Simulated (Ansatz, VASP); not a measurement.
## One calculation of MnS, two programs

File INCAR:

```
SYSTEM = MnS
ALGO     = Normal         ! electronic algorithm
EDIFF    = 1E-6           ! SCF threshold, eV
ENCUT    = 520            ! plane-wave cutoff, eV
GGA      = PS             ! functional
ISIF     = 2              ! what is computed and relaxed
ISMEAR   = -5             ! smearing method
ISPIN    = 2              ! spin polarisation
IVDW     = 13             ! dispersion correction
LASPH    = .TRUE.         ! aspherical terms in the spheres
LCHARG   = .FALSE.        ! write CHGCAR
LDAU     = .TRUE.         ! DFT+U
LDAUJ    = 0 0          
LDAUL    = 2 -1           ! shell
LDAUPRINT= 1            
LDAUTYPE = 2            
LDAUU    = 2 0            ! U, eV
LMAXMIX  = 4              ! l up to which the mixer works
LORBIT   = 11             ! projections on sites
LREAL    = .FALSE.        ! projectors in reciprocal space
LWAVE    = .FALSE.        ! write WAVECAR
MAGMOM   = 4 0            ! initial moments
NBANDS   = 20             ! bands
NELM     = 150            ! most SCF steps
PREC     = Accurate       ! precision mode
SIGMA    = 0.1            ! smearing width, eV
```

Contents of KPOINTS:

```
k-points
0
G
  9 9 9
  0 0 0
```

POSCAR

```
MnS
1.0
    0.0000000000      2.6045000000      2.6045000000
    2.6045000000      0.0000000000      2.6045000000
    2.6045000000      2.6045000000      0.0000000000
Mn S
1 1
Direct
    0.0000000000      0.0000000000      0.0000000000
    0.5000000000      0.5000000000      0.5000000000
```

input.yaml

```yaml
crystal:
  lattice:
    - [0.0, 2.6045, 2.6045]
    - [2.6045, 0.0, 2.6045]
    - [2.6045, 2.6045, 0.0]
  atoms:
    - { symbol: Mn, position: [0.0, 0.0, 0.0], spin: 4.0 }
    - { symbol: S, position: [0.5, 0.5, 0.5] }
hamiltonian:
  xc: pbesol
  pseudopotentials: { kind: paw }
  dispersion: d4
  hubbard:
    sites: [{ species: Mn, l: d, u_eff: 2.0 }]
    projectors: ortho-atomic
magnetization:
  spin_polarized: true
kpoints:
  mp_grid: { grid: [9, 9, 9] }
scf:
  occupations: { method: tetrahedron }
  n_extra_bands: 6
output:
  forces: true
  stress: true
  dos: { projected: false, de: 0.05, nscf_kmesh: { grid: [14, 14, 14] } }
```

Alike in both runs: functional PBEsol; dispersion D4; k mesh 9 × 9 × 9; occupations tetrahedron; collinear spin; Hubbard terms Mn d U = 2.0 eV.

|  | VASP | Ansatz |
| --- | --- | --- |
| version | VASP 6.6.1 | Ansatz 0.2.0 |
| potentials or method | VASP PAW PBE potentials, release 64 (Mn_pv, S) | Ansatz PAW |
| plane-wave cutoff (eV) | 520 | 420 |
| valence electrons in the cell | 19 | 21 |
| task | single point | density of states |

Ansatz gave:

```
gap on the k mesh at the Fermi level (eV)                     : none
pressure (GPa)                                                : -2.7
net moment per atom (μB)                                      : 2.50
size of the moment on the site where the two differ most (μB) : 4.43
```

Question: Estimate VASP's values.

Answer: gap on the k mesh at the Fermi level (eV): none; pressure (GPa): -3.2; net moment per atom (μB): 2.50; size of the moment on the site where the two differ most (μB): 4.50.

VASP's potentials were made for PBE, not for PBEsol. Site moments also hang on the region over which each program counts them. The programs project onto different local orbitals, so the same U acts differently, and such runs can settle in different states. A gap of «none» marks a metal or a gap that the smearing closes. VASP's potentials hold 19 valence electrons a cell and Ansatz's 21, so a difference there can come from the potentials and not from the codes.

Noted on Ansatz's run: the magnetic or orbital state may not be the lowest.
